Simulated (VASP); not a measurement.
## Al: single point with PBEsol

The system is Al.

```
Al
1.0
     0.00000    2.72586    2.72586
     2.72586    0.00000    2.72586
     2.72586    2.72586    0.00000
Al
2
Direct
  0.00000 0.00000 0.00000
  0.25000 0.25000 0.25000
```

```yaml
Program: VASP 6.6.1
Task: single point
Functional: PBEsol
Potentials_or_basis: VASP PAW PBE potentials, release 64 (Al)
Cutoff: 520 eV
k_mesh: 14 × 14 × 14
Occupations: fermi-dirac, width 0.05 eV
Spin: no spin polarisation
Dipole_correction: no
Further_INCAR_settings: ALGO = Normal; EDIFF = 1e-06; NBANDS = 10
```

```json
{"Pressure": "20.2 GPa", "Band gap on the k mesh": "zero (band 3 reaches 7.78 eV, above the bottom of band 4 at 3.00 eV)"}
```

Levels at points of the mesh, in eV from the Fermi level:
| k point | band 1 | band 2 | band 3 | band 4 | band 5 | band 6 | band 7 | band 8 |
| --- | --- | --- | --- | --- | --- | --- | --- | --- |
| (0.00, 0.00, 0.00) | -9.32 | 2.77 | 2.77 | 2.77 | 4.58 | 4.58 | 4.58 | 8.54 |
| (0.50, 0.00, 0.00) | -6.53 | -4.77 | 1.54 | 1.54 | 4.62 | 4.67 | 4.67 | 8.23 |
| (0.50, 0.50, 0.00) | -4.79 | -4.79 | -0.49 | -0.49 | 1.99 | 1.99 | 12.25 | 12.25 |

It took 24 s on 1 thread of Intel(R) Xeon(R) Platinum 8375C CPU @ 2.90GHz (Ice Lake) (shared host), peak memory 0.17 GiB.

Caveat: the PAW data sets were made with another functional, which shifts forces and pressure a little.
